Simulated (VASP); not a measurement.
Wanted: the native input for a VASP 6.6.1 run.

```
Task                   : single point
Functional             : PBEsol
Potentials or basis    : VASP PAW PBE potentials, release 64 (O, Sr_sv, Ba_sv)
Cutoff                 : 520 eV
k mesh                 : 2 × 2 × 2, shifted
Occupations            : fermi-dirac, width 0.05 eV
Spin                   : no spin polarisation
Dipole correction      : no
Further INCAR settings : LREAL = Auto; ALGO = Normal; EDIFF = 1e-06; NBANDS = 78
```

The structure of Ba3Sr5O8 lies in POSCAR:

```
Ba3Sr5O8
1.0
    0.0000000000      5.2624470000      5.2624470000
    5.2624470000      0.0000000000      5.2624470000
    5.2624470000      5.2624470000      0.0000000000
O Sr Ba
8 5 3
Direct
    0.7423850000      0.2448690000      0.2590470000
    0.2562370000      0.7450540000      0.7462930000
    0.2483460000      0.7501710000      0.2427500000
    0.7519640000      0.2554250000      0.7452470000
    0.2493460000      0.2400750000      0.7566990000
    0.7549890000      0.7370950000      0.2515160000
    0.2574460000      0.2463130000      0.2508730000
    0.7640290000      0.7344240000      0.7491010000
    0.0112620000      0.9860100000      0.0053070000
    0.4987130000      0.5113890000      0.5023250000
    0.9875360000      0.0210730000      0.5040410000
    0.0060890000      0.5025630000      0.9912660000
    0.4901720000      0.0040160000      0.9986370000
    0.5161340000      0.4918580000      0.9965830000
    0.5035480000      0.0002460000      0.4930630000
    0.0017590000      0.4917230000      0.4983370000
```

The input as run:

INCAR

```
PREC = Accurate ; ENCUT = 520
EDIFF = 1E-6 ; ISMEAR = -1
SIGMA = 0.05 ; LREAL = Auto
LASPH = T ; NELM = 60
ALGO = Normal ; ISIF = 2
LWAVE = F ; LCHARG = F
GGA = PS ; NBANDS = 78
```

KPOINTS

```
Automatic mesh
0
Gamma
  2 2 2
  0.5 0.5 0.5
```

Potentials or basis: VASP PAW PBE potentials, release 64 (O, Sr_sv, Ba_sv).

The run is started by

```bash
$ cat potpaw_PBE.64/O/POTCAR potpaw_PBE.64/Sr_sv/POTCAR potpaw_PBE.64/Ba_sv/POTCAR > POTCAR
$ mpirun -np 1 vasp_std > vasp.out
```

Results of the run:

```yaml
Pressure: 2.8 GPa
Largest_force: 1.399 eV/Å
Band_gap_on_the_k_mesh: 3.13 eV
```

Caveat: the PAW data sets were made with another functional, which shifts forces and pressure a little; spin-orbit coupling is left out, which moves the levels of the heavy elements; a shifted mesh leaves out Γ, where band edges can lie.

Run time: 28 min on 1 thread of AMD EPYC 7R43 64-Core Processor (Zen 3), on a shared host, peak memory 0.51 GiB.
